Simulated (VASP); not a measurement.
Wanted: the native input for a VASP 6.6.1 run.

```
Task                   : single point
Functional             : PBEsol
Potentials or basis    : VASP PAW PBE potentials, release 64 (Re)
Cutoff                 : 520 eV
k mesh                 : 20 × 20 × 20
Occupations            : gaussian, width 0.15 eV
Spin                   : no spin polarisation
Dipole correction      : no
Further INCAR settings : ALGO = Normal; EDIFF = 1e-06; NBANDS = 10
```

The structure of Re lies in POSCAR:

```
Re
1.0
    0.0000000000      1.9453750000      1.9750000000
    1.9453750000      0.0000000000      1.9750000000
    1.9453750000      1.9453750000      0.0000000000
Re
1
Direct
    0.0000000000      0.0000000000      0.0000000000
```

This isn't the form of Re at room conditions, which is hcp.

This cell differs from its parent crystal: strain -0.015 along x and y, +0.000 along z.

These files were run (other wordings do the same):

INCAR

```
ALGO = Normal
EDIFF = 1E-6
ENCUT = 520
GGA = PS
ISIF = 2
ISMEAR = 0
LASPH = True
LCHARG = False
LREAL = False
LWAVE = False
NBANDS = 10
NELM = 80
PREC = Accurate
SIGMA = 0.15
```

KPOINTS

```
k-points
0
Gamma
  20 20 20
```

Potentials or basis: VASP PAW PBE potentials, release 64 (Re).

Command:

```bash
$ cat potpaw_PBE.64/Re/POTCAR > POTCAR
$ mpirun -np 1 vasp_std > vasp.out
```

It gave:

* Pressure: -8.9 GPa
* Band gap on the k mesh: zero (an odd number of electrons rules out a gap without spin polarisation)

Caveat: the cell differs from its parent crystal (strain -0.015 along x and y, +0.000 along z); the cell stands under tension; the PAW data sets were made with another functional, which shifts forces and pressure a little; spin-orbit coupling is left out, which moves the levels of the heavy elements.

It took 27 s on 1 thread of Intel(R) Xeon(R) 6975P-C (Granite Rapids) (shared host), peak memory 0.22 GiB.
